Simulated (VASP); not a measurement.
A run of VASP 6.6.1 is set up as follows.

File INCAR:

```
SYSTEM = HoSb
ALGO = Normal
EDIFF = 1E-6
ENCUT = 520
GGA = PS
ISIF = 2
ISMEAR = -1
ISPIN = 2
LASPH = .True.
LCHARG = .True.
LELF = .True.
LMAXMIX = 6
LORBIT = 11
LREAL = .False.
LVHAR = .True.
LWAVE = .False.
MAGMOM = 4 0
NBANDS = 24
NELM = 150
PREC = Accurate
SIGMA = 0.1
```

KPOINTS

```
k-points
0
Gamma
  10 10 10
  0 0 0
```

Contents of POSCAR:

```
HoSb
1.0
    0.0000000000      3.0392424797      3.0392424797
    3.0392424797      0.0000000000      3.0392424797
    3.0392424797      3.0392424797      0.0000000000
Ho Sb
1 1
Direct
    0.0000000000      0.0000000000      0.0000000000
    0.5000000000      0.5000000000      0.5000000000
```

Potentials or basis: VASP PAW PBE potentials, release 64 (Ho, Sb).

Launch:

```bash
$ cat potpaw_PBE.64/Ho/POTCAR potpaw_PBE.64/Sb/POTCAR > POTCAR
$ mpirun -np 1 vasp_std > vasp.out
```

Q: Estimate the net moment.

A: 3.72 μB per cell.

Q: Estimate the pressure.

A: 1.8 GPa.

Caveat: the magnetic or orbital state may not be the lowest; the PAW data sets were made with another functional, which shifts forces and pressure a little. The state reached can hang on the start; a lower one may exist.
